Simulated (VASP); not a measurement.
Runs of VASP 6.6.1 on BaRhO3. The structure is that of space group Pm-3m (No. 221), or close to it. The cells are those of the table. 

```tsv
cell	gap on the mesh (eV)	pressure (GPa)
a = 4.122, b = 4.122, c = 4.040 Å, 5 atoms	none	-14.5
a = 4.067, b = 4.067, c = 4.150 Å, 5 atoms	none	-14.6
a = 4.176, b = 4.176, c = 3.935 Å, 5 atoms	none	(b)
a = 4.094 Å, 5 atoms	none	(a)
a = 4.040, b = 4.040, c = 4.206 Å, 5 atoms	none	-14.2
```

Alike in all rows: task single point; level LDA; potentials or basis VASP PAW LDA potentials, release 64 (Ba_sv, Rh_pv, O); no spin polarisation; k mesh 9 × 9 × 9; cutoff (eV) 520; smearing fermi-dirac 0.02 eV.

Task: Estimate the missing entries.

Result: (a) -14.7; (b) -13.8.

Caveats: the cell stands under tension; spin-orbit coupling is left out, which moves the levels of the heavy elements; an odd number of electrons without spin polarisation forces a metal; a magnetic or distorted state may lie lower.

A k mesh can miss the band edges, and the runs leave out spin-orbit coupling on Ba, Rh.

A gap of «none» marks levels without a gap at the run's occupations.
